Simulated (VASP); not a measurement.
# InAsS4 (P4/mmm) in VASP: notebook, part 3 of 3

VASP 6.6.1. The steps go on from the part before.

## 6. Relaxation of cell and atoms, PBE

File INCAR:

```
SYSTEM = InAsS4
PREC = Accurate
ENCUT = 600
EDIFF = 1E-6
ISMEAR = 0
SIGMA = 0.1
LREAL = .False.
LASPH = .True.
NELM = 80
ALGO = Normal
ISIF = 3
LWAVE = .False.
LCHARG = .False.
GGA = PE
IBRION = 2
NSW = 90
EDIFFG = -0.04
```

File KPOINTS:

```
regular mesh
0
Gamma
  4 4 4
  0 0 0
```

File POSCAR:

```
InAsS4
1.0
    4.1040233200      0.0000000000      0.0000000000
    0.0000000000      4.1040233200      0.0000000000
    0.0000000000      0.0000000000      6.9119767400
In As S
1 1 4
Direct
    0.0000000000      0.0000000000      0.0000000000
    0.5000000000      0.5000000000      0.5000000000
    0.0000000000      0.0000000000      0.6038380300
    0.5000000000      0.5000000000      0.1051980000
    0.5000000000      0.5000000000      0.8948020000
    0.0000000000      0.0000000000      0.3961619700
```

Potentials or basis: VASP PAW PBE potentials, release 64 (In_d, As, S).

Started as:

```
$ cat potpaw_PBE.64/In_d/POTCAR potpaw_PBE.64/As/POTCAR potpaw_PBE.64/S/POTCAR > POTCAR
$ mpirun -np 1 vasp_std > vasp.out
```

OUTCAR:

```text
SYSTEM = InAsS4
   PREC = Accurate
   ENCUT = 600
   EDIFF = 1E-6
   ISMEAR = 0
   LREAL = .False.
   LASPH = .True.
   NELM = 80
   ISIF = 3
   GGA = PE
   IBRION = 2
   NSW = 90
   EDIFFG = -0.04

 ion  position               nearest neighbor table
   1  0.000  0.000  0.000-   3 2.74   6 2.74   5 2.99   4 2.99   4 2.99   5 2.99   4 2.99   5 2.99
                             4 2.99   5 2.99
   2  0.500  0.500  0.500-   4 2.73   5 2.73
   3  0.000  0.000  0.604-   6 1.44   1 2.74
   4  0.500  0.500  0.105-   5 1.45   2 2.73   1 2.99   1 2.99   1 2.99   1 2.99
   5  0.500  0.500  0.895-   4 1.45   2 2.73   1 2.99   1 2.99   1 2.99   1 2.99
   6  0.000  0.000  0.396-   3 1.44   1 2.74

  LATTYP: Found a simple tetragonal cell.
 ALAT       =     4.1040233200
 C/A-ratio  =     1.6841952886

  Lattice vectors:

 A1 = (   4.1040233200,   0.0000000000,   0.0000000000)
 A2 = (   0.0000000000,   4.1040233200,   0.0000000000)
 A3 = (   0.0000000000,   0.0000000000,   6.9119767400)

Analysis of symmetry for initial positions (statically):
=====================================================================
 Subroutine PRICEL returns:
 Original cell was already a primitive cell.

 Routine SETGRP: Setting up the symmetry group for a
 simple tetragonal supercell.

 Subroutine GETGRP returns: Found 16 space group operations
 (whereof 16 operations were pure point group operations)
 out of a pool of 16 trial point group operations.

The static configuration has the point symmetry D_4h.

Analysis of symmetry for dynamics (positions and initial velocities):
=====================================================================
 Subroutine PRICEL returns:
 Original cell was already a primitive cell.

 Routine SETGRP: Setting up the symmetry group for a
 simple tetragonal supercell.

 Subroutine GETGRP returns: Found 16 space group operations
 (whereof 16 operations were pure point group operations)
 out of a pool of 16 trial point group operations.

The dynamic configuration has the point symmetry D_4h.

 Subroutine INISYM returns: Found 16 space group operations
 (whereof 16 operations are pure point group operations),
 and found     1 'primitive' translations

[... 100 lines left out ...]
   NFREE  =      1    steps in history (QN), initial steepest desc. (CG)
   ISIF   =      3    stress and relaxation
   ISYM   =      2    0-nonsym 1-usesym 2-fastsym
   POTIM  = 0.5000    time-step for ionic-motion
   TEBEG  =    0.0;   TEEND  =   0.0 temperature during run
   PSTRESS=    0.0 pullay stress
   NELECT =      42.0000    total number of electrons
   NUPDOWN=      -1.0000    fix difference up-down
   EMIN   =  10.00;   EMAX   =-10.00  energy-range for DOS
   EFERMI =   0.00;   METHOD = LEGACY
   ISMEAR =     0;   SIGMA  =   0.10  broadening in eV -4-tet -1-fermi 0-gaus
   EFERMI_NEDOS =   21; number of points for ismear=-14 and -15
   IALGO  =     38    algorithm
   IMIX   =      4    mixing-type and parameters
     AMIX     =   0.40;   BMIX     =  1.00
     AMIX_MAG =   1.60;   BMIX_MAG =  1.00
  volume/ion in A,a.u.               =      19.40       130.94
  Fermi-wavevector in a.u.,A,eV,Ry     =   1.165424  2.202332 18.479611  1.358213
  Thomas-Fermi vector in A             =   2.301950
   LORBIT       =      0    0 simple, 1 ext, 2 COOP (PROOUT), +10 PAW based schemes
   GGA     = PE    functional components
   LHFCALC =     F    Hartree Fock is set to
   AEXX    =    0.0000 exact exchange contribution
   IVDW    =     0    specifies the selected vdW correction
   LEPSILON=     F    determine dielectric tensor
   LRPA    =     F    only Hartree local field effects (RPA)
 conjugate gradient relaxation of ions
 non-spin polarized calculation
 Gauss-broadening in eV      SIGMA  =   0.10
  energy-cutoff  :      600.00
  volume of cell :      116.42
 maximum number of plane-waves:      3904
 NGX is ok and might be reduce to    36
   NGX = 17   NGY = 17   NGZ = 27

--------------------------------------- Ionic step        1  -------------------------------------------

 number of electron      41.9999993 magnetization

 Free energy of the ion-electron system (eV)
  ---------------------------------------------------
  ext. energy  EPLUGINS =         0.00000000
  ---------------------------------------------------
  free energy    TOTEN  =        -3.06456780 eV

  energy without entropy =       -3.03131085  energy(sigma->0) =       -3.04793933

 E-fermi :   6.7350     XC(G=0): -10.1293

 val. band max:        6.7288196103   @ k =   0.5000   0.0000   0.0000
 cond. band min:       6.7380282572   @ k =   0.5000   0.2500   0.5000
 fundamental gap:      0.0092086469
 Fermi energy:         6.7349844166
[... 1129 lines left out ...]
     24       0.2011      0.00015
     25       2.6547      0.00000

[... ionic steps 4 to 29 ...]

--------------------------------------- Ionic step       30  -------------------------------------------

 number of electron      41.9999975 magnetization

------------------------ aborting loop because EDIFF is reached ----------------------------------------
[... 75 lines left out ...]
--------------------------------------- Ionic step       32  -------------------------------------------

 number of electron      41.9999979 magnetization

 Free energy of the ion-electron system (eV)
  ---------------------------------------------------
  ext. energy  EPLUGINS =         0.00000000
  ---------------------------------------------------
  free energy    TOTEN  =       -20.11784530 eV

  energy without entropy =      -20.11274846  energy(sigma->0) =      -20.11529688

 E-fermi :   0.8536     XC(G=0):  -7.1893

 val. band max:        0.8334263771   @ k =   0.0000   0.0000   0.0000
 cond. band min:       0.8813280461   @ k =   0.0000   0.0000   0.0000
 fundamental gap:      0.0479016691
 Fermi energy:         0.8536434388
[... 535 lines left out ...]
  FREE ENERGIE OF THE ION-ELECTRON SYSTEM (eV)
  ---------------------------------------------------
  free  energy   TOTEN  =       -20.1178453020 eV

  energy  without entropy=      -20.1127484650  energy(sigma->0) =      -20.11529688

 reached required accuracy - stopping structural energy minimisation
```

Run time: 28 min. Hardware: 1 thread of Intel Xeon Platinum 8375C at 2.90GHz (Ice Lake), shared host; peak memory 0.3 GiB.

Results:

| Property | Result |
| --- | --- |
| Free energy | -20.1178 eV |
| Relaxed volume | 36.36 Å³/atom |
| Relaxed cell | a = 4.359 Å, b = 4.359 Å, c = 11.479 Å, α = 90.00°, β = 90.00°, γ = 90.00° |
| Space group after relaxing (to 0.05 Å) | P4/mmm (No. 123) |
| Energy gained by relaxing | 2842.2 meV/atom |
| Ionic steps | 32 |
| Pressure after relaxing | 0.0 GPa |
| Largest force after relaxing | 0.038 eV/Å |

Forces on the atoms (eV/Å):
```
In   0.000  0.000  0.000
As   0.000  0.000  0.000
S    0.000  0.000 -0.038
S    0.000  0.000 -0.006
S    0.000  0.000  0.006
S    0.000  0.000  0.038
```

Step by step:
| step | energy change (eV) | largest force (eV/Å) | pressure (GPa) | volume (Å³) |
| --- | --- | --- | --- | --- |
| 1 | 0.0000 | 46.4959 | 70.65 | 116.42 |
| 2 | 274.8860 | 330.9673 | 235.00 | 273.66 |
| 3 | 3.6734 | 42.2092 | 66.46 | 165.34 |
| 4 | 20.4877 | 1.7037 | -24.60 | 410.17 |
| 5 | -13.6131 | 3.8997 | -3.98 | 269.02 |
| 6 | -14.2688 | 5.7868 | -0.86 | 257.89 |
| 7 | -14.4166 | 7.0531 | 1.14 | 251.81 |
| 8 | -15.6685 | 1.2743 | -2.69 | 248.99 |
| 9 | -15.7682 | 0.6309 | -3.31 | 248.19 |
| 10 | -15.7633 | 1.0129 | -4.17 | 246.59 |
| 11 | -15.9743 | 3.9497 | 1.70 | 226.24 |
| 12 | -16.1481 | 1.9021 | -0.89 | 233.90 |
| 13 | -16.3247 | 1.5504 | -0.47 | 230.87 |
| 14 | -16.4522 | 1.8294 | 0.97 | 224.52 |
| 15 | -16.5386 | 1.4961 | -0.09 | 224.23 |
| 16 | -16.5628 | 1.1922 | -1.00 | 223.95 |
| 17 | -16.6435 | 1.0752 | -0.87 | 221.53 |
| 18 | -16.8402 | 0.7477 | -0.37 | 214.28 |
| 19 | -16.9968 | 0.6419 | 1.14 | 199.93 |
| 20 | -16.9687 | 0.8915 | -1.00 | 200.95 |
| 21 | -17.0159 | 0.2625 | 0.26 | 200.31 |
| 22 | -17.0261 | 0.1085 | 0.25 | 201.54 |
| 23 | -17.0312 | 0.1607 | 0.25 | 203.52 |
| 24 | -17.0378 | 0.1556 | 0.18 | 206.02 |
| 25 | -17.0495 | 0.1450 | 0.05 | 213.59 |
| 26 | -17.0446 | 0.1443 | -0.12 | 229.01 |
| 27 | -17.0515 | 0.1417 | -0.03 | 219.39 |
| 28 | -17.0516 | 0.1453 | -0.22 | 218.91 |
| 29 | -17.0526 | 0.0119 | -0.13 | 219.14 |
| 30 | -17.0511 | 0.2026 | 0.24 | 217.47 |
| 31 | -17.0530 | 0.0519 | -0.02 | 218.64 |
| 32 | -17.0533 | 0.0376 | -0.01 | 218.14 |

Final structure:
```yaml
crystal:
  lattice:
    - [4.35924, 0.00000, 0.00000]
    - [0.00000, 4.35924, 0.00000]
    - [0.00000, 0.00000, 11.47908]
  atoms:
    - { symbol: In, position: [0.00000, 0.00000, 0.00000] }
    - { symbol: As, position: [0.50000, 0.50000, 0.50000] }
    - { symbol: S, position: [0.00000, 0.00000, 0.80340] }
    - { symbol: S, position: [0.50000, 0.50000, 0.32371] }
    - { symbol: S, position: [0.50000, 0.50000, 0.67629] }
    - { symbol: S, position: [0.00000, 0.00000, 0.19660] }
```

Caveat: the k points lie up to 0.36 Å⁻¹ apart in the final cell; the volume moved by over 15 % at a fixed basis, so the end points are rough; spin-orbit coupling is left out, which moves the levels of the heavy elements.

## 7. Relaxation of cell and atoms, PBE

This run uses another cell than the first one, of 23.36 Å³/atom, 1.204 times its volume.

File INCAR:

```
SYSTEM = InAsS4
PREC = Accurate
ENCUT = 600
EDIFF = 1E-7
ISMEAR = 0
SIGMA = 0.1
LREAL = .FALSE.
LASPH = .TRUE.
NELM = 100
ALGO = Normal
ISIF = 3
LWAVE = .FALSE.
LCHARG = .FALSE.
GGA = PE
IBRION = 2
NSW = 90
EDIFFG = -0.04
```

File KPOINTS:

```
regular mesh
0
G
  6 6 2
  0 0 0
```

File POSCAR:

```
InAsS4
1.0
    3.7275992594      0.0000000000      0.0000000000
    0.0000000000      3.7275992594      0.0000000000
    0.0000000000      0.0000000000     10.0890628797
In As S
1 1 4
Direct
    0.0000000000      0.0000000000      0.0000000000
    0.5000000000      0.5000000000      0.5000000000
    0.0000000000      0.0000000000      0.6037602195
    0.5000000000      0.5000000000      0.1089851251
    0.5000000000      0.5000000000      0.8910148749
    0.0000000000      0.0000000000      0.3962397805
```

Started as:

```
$ cat potpaw_PBE.64/In_d/POTCAR potpaw_PBE.64/As/POTCAR potpaw_PBE.64/S/POTCAR > POTCAR
$ mpirun -np 1 vasp_std > vasp.out
```

Run time: 3.9 min. Hardware: 1 thread of Intel Xeon Platinum 8375C at 2.90GHz (Ice Lake), shared host; peak memory 0.31 GiB.

It converged, with:

```
Free energy                            : -21.9895 eV
Relaxed volume                         : 23.49 Å³/atom
Relaxed cell                           : a = 3.741 Å, b = 3.741 Å, c = 10.071 Å, α = 90.00°, β = 90.00°, γ = 90.00°
Space group after relaxing (to 0.05 Å) : P4/mmm (No. 123)
Energy gained by relaxing              : 0.8 meV/atom
Ionic steps                            : 4
Pressure after relaxing                : 0.0 GPa
Largest force after relaxing           : 0.032 eV/Å
Band gap on the k mesh                 : zero (band 21 reaches 4.80 eV, above the bottom of band 22 at 3.46 eV)
```

Forces on the atoms (eV/Å):
```
In   0.000  0.000  0.000
As   0.000  0.000  0.000
S    0.000  0.000 -0.012
S    0.000  0.000 -0.032
S    0.000  0.000  0.032
S    0.000  0.000  0.012
```

Stress tensor (GPa, compression positive):
```
-0.04  0.00  0.00
 0.00 -0.04  0.00
 0.00  0.00  0.06
```

Step by step:
| step | energy change (eV) | largest force (eV/Å) | pressure (GPa) | volume (Å³) |
| --- | --- | --- | --- | --- |
| 1 | 0.0000 | 0.3213 | 0.01 | 140.19 |
| 2 | 0.0010 | 0.3700 | 0.58 | 140.20 |
| 3 | -0.0044 | 0.0327 | 0.27 | 140.20 |
| 4 | -0.0049 | 0.0319 | -0.01 | 140.92 |

Final structure:
```xyz
6
Lattice="3.7406 0.0000 0.0000 0.0000 3.7406 0.0000 0.0000 0.0000 10.0708" Properties=species:S:1:pos:R:3 pbc="T T T"
In    3.7406    3.7406    0.0000
As    1.8703    1.8703    5.0354
S     3.7406    0.0000    6.0717
S     1.8703    1.8703    1.0966
S     1.8703    1.8703    8.9742
S     3.7406    0.0000    3.9992
```

Levels at points of the mesh, in eV from the Fermi level:
```tsv
k point	band 18	band 19	band 20	band 21	band 22	band 23	band 24	band 25
(0.00, 0.00, 0.00)	-0.91	-0.91	-0.70	-0.44	-0.44	0.83	2.14	2.87
(0.50, 0.00, 0.00)	-2.46	-1.17	-0.52	-0.48	-0.43	1.89	1.89	2.04
(0.50, 0.50, 0.00)	-2.57	-2.57	-1.74	-1.74	-1.19	1.50	2.25	3.01
(0.00, 0.00, 0.50)	-0.74	-0.74	-0.61	-0.61	-0.57	1.36	2.35	2.87
(0.50, 0.00, 0.50)	-2.50	-1.17	-0.59	-0.44	-0.41	1.53	1.87	1.92
(0.50, 0.50, 0.50)	-2.28	-2.28	-2.07	-2.07	-0.98	1.90	2.39	2.63
```

Caveat: spin-orbit coupling is left out, which moves the levels of the heavy elements.

## 8. Overview

```csv
task,cell,k mesh,cutoff (eV),gap on the mesh (eV),pressure (GPa),relaxed volume (Å³/atom),largest force (eV/Å)
single point,"a = 4.104, b = 4.104, c = 6.912 Å, 6 atoms",4 × 4 × 4,520,none,70.6,-,46.50
single point,"a = 3.728, b = 3.728, c = 10.089 Å, 6 atoms",4 × 4 × 4,520,none,-0.3,-,0.13
single point,"a = 3.742, b = 3.742, c = 10.145 Å, 6 atoms",6 × 6 × 2,520,none,-0.3,-,0.14
single point,"a = 3.733, b = 3.733, c = 10.300 Å, 6 atoms",10 × 10 × 4,520,none,-0.2,-,0.13
relaxation of cell and atoms,"relaxed from a = 4.104, b = 4.104, c = 6.912 Å, 6 atoms",4 × 4 × 4,600,-,0.0,36.36,0.04
relaxation of cell and atoms,"relaxed from a = 3.728, b = 3.728, c = 10.089 Å, 6 atoms",6 × 6 × 2,600,none,0.0,23.49,0.03
```

Alike in all rows: level PBE; potentials or basis VASP PAW PBE potentials, release 64 (In_d, As, S); no spin polarisation; smearing gaussian 0.1 eV.

Caveats: some runs use coarse meshes; spin-orbit coupling is left out, which moves the levels of the heavy elements; forces of over 1 eV/Å act on the atoms, so gaps and moduli don't describe the material at rest (some runs); the volume moved by over 15 % at a fixed basis, so the end points are rough (some runs).

Absolute energies hang on the potentials; compare differences alone.
